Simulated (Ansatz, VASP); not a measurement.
# One calculation of Si3C, two programs

```
Si C
1.0
     4.86067    0.00000    0.00000
    -2.43034    4.20947    0.00000
     0.00000    0.00000    2.50074
Si C
3 1
Cartesian
  2.4303 0.0000 1.2504
  -1.2152 2.1047 1.2504
  1.2152 2.1047 1.2504
  0.0000 0.0000 1.2504
```

Alike in both runs: functional PBE; k mesh 6 × 6 × 4; occupations gaussian, width 0.1 eV; no spin polarisation.

Ansatz relaxed the structure, and its values are those at the end. VASP's run is a single point on that final structure, the one shown.

|  | VASP | Ansatz |
| --- | --- | --- |
| version | VASP 6.6.1 | Ansatz 0.2.0 |
| potentials or method | VASP PAW PBE potentials, release 64 (Si, C), cutoff 520 eV | scalar-relativistic, plane waves, PAW |
| valence electrons in the cell | 16 | 16 |

|  | VASP | Ansatz | Ansatz less VASP |
| --- | --- | --- | --- |
| gap on the k mesh at the Fermi level (eV) | none | none | - |
| pressure (GPa) | 0.1 | 0.2 | +0.06 |

A gap of «none» marks a metal or a gap that the smearing closes. The functional is the same, so the differences come from potentials, cutoffs and numerics.

The k mesh is coarse, so the values compare programs but aren't converged.
